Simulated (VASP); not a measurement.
Wanted: the native input for a VASP 6.6.1 run.

```
Task                   : single point
Functional             : PBEsol
Potentials or basis    : VASP PAW PBE potentials, release 64 (Sn_d, Co)
Cutoff                 : 520 eV
k mesh                 : 5 × 5 × 6
Occupations            : fermi-dirac, width 0.05 eV
Spin                   : collinear spin, ferromagnetic start
Starting moments       : [0.0, 0.0, 0.0, 4.0, 4.0, 4.0] μB
Fixed moment           : 12 μB
Dipole correction      : no
Further INCAR settings : ALGO = Normal; EDIFF = 1e-06; NBANDS = 48
```

The structure of CoSn lies in POSCAR:

```
CoSn
1.0
    5.2460399276      0.0000000000      0.0000000000
   -2.6230199638      4.5432038466      0.0000000000
    0.0000000000      0.0000000000      4.1875903000
Sn Co
3 3
Direct
    0.0000000000      0.0000000000      0.0000000000
    0.3333333333      0.6666666667      0.5000000000
    0.6666666667      0.3333333333      0.5000000000
    0.5000000000      0.0000000000      0.0000000000
    0.5000000000      0.5000000000      0.0000000000
    0.0000000000      0.5000000000      0.0000000000
```

One way to write it, as run:

INCAR

```
PREC = Accurate ; ENCUT = 520
EDIFF = 1E-6 ; ISMEAR = -1
SIGMA = 0.05 ; LREAL = F
LASPH = T ; NELM = 150
ALGO = Normal ; ISIF = 2
LWAVE = F ; LCHARG = T
ISPIN = 2 ; MAGMOM = 0 0 0 4 4 4
LORBIT = 11 ; NUPDOWN = 12.0
LMAXMIX = 4 ; GGA = PS
LELF = T ; LVHAR = T
NBANDS = 48
```

KPOINTS

```
Automatic mesh
0
Gamma
  5 5 6
```

Potentials or basis: VASP PAW PBE potentials, release 64 (Sn_d, Co).

The run is started by

```console
$ cat potpaw_PBE.64/Sn_d/POTCAR potpaw_PBE.64/Co/POTCAR > POTCAR
$ mpirun -np 1 vasp_std > vasp.out
```

It gave:

```yaml
Pressure: 31.8 GPa
Net_moment: 12.00 μB per cell
Site_moments: Sn +0.75, +0.69 (each value once); Co +2.73 μB
Valence_electrons_inside_the_program's_atomic_spheres: Sn 12.52, 12.63 (each value once); Co 8.13
```

Caveat: the stress differs along the axes, from 27 to 41 GPa; the PAW data sets were made with another functional, which shifts forces and pressure a little; the total moment is fixed, so each spin has its own Fermi level and the state may be an excited one.

Run time: 4.1 min on 1 thread of Intel(R) Xeon(R) Platinum 8259CL CPU @ 2.50GHz (Skylake/Cascade Lake), with other jobs on the host, peak memory 0.33 GiB.
